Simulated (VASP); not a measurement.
Wanted: the native input for a VASP 6.6.1 run.

```
Task                   : single point
Functional             : RPBE
Potentials or basis    : VASP PAW PBE potentials, release 64 (Hg)
Cutoff                 : 520 eV
k mesh                 : 6 × 6 × 6
Occupations            : gaussian, width 0.1 eV
Spin                   : collinear spin, zero start
Starting moments       : [0.0] μB
Dipole correction      : no
Further INCAR settings : ALGO = Normal; EDIFF = 1e-07; NBANDS = 16
```

The structure of Hg lies in POSCAR:

```
Hg
1.0
   -2.0696950000      2.0696950000      1.8022580000
    2.0696950000     -2.0696950000      1.8022580000
    2.0696950000      2.0696950000     -1.8022580000
Hg
1
Direct
    0.0000000000      0.0000000000      0.0000000000
```

One way to write it, as run:

INCAR

```
SYSTEM = Hg
PREC = Accurate
ENCUT = 520
EDIFF = 1E-7
ISMEAR = 0
SIGMA = 0.1
LREAL = .False.
LASPH = .True.
NELM = 150
ALGO = Normal
ISIF = 2
LWAVE = .False.
LCHARG = .False.
ISPIN = 2
MAGMOM = 0
LORBIT = 11
GGA = RP
NBANDS = 16
```

KPOINTS

```
Automatic mesh
0
Gamma
  6 6 6
  0 0 0
```

Potentials or basis: VASP PAW PBE potentials, release 64 (Hg).

The run is started by

```bash
$ cat potpaw_PBE.64/Hg/POTCAR > POTCAR
$ mpirun -np 1 vasp_std > vasp.out
```

Results of the run:

```
Pressure                                              : 2.1 GPa
Band gap on the k mesh                                : zero (filled and empty bands overlap)
Net moment                                            : 0.00 μB per cell
Valence electrons inside the program's atomic spheres : Hg 10.43
```

Caveat: the k points lie up to 0.39 Å⁻¹ apart; the PAW data sets were made with another functional, which shifts forces and pressure a little; spin-orbit coupling is left out, which moves the levels of the heavy elements.

Run time: 22 s on 1 thread of Intel(R) Xeon(R) Platinum 8375C CPU @ 2.90GHz (Ice Lake), with other jobs on the host, peak memory 0.18 GiB.
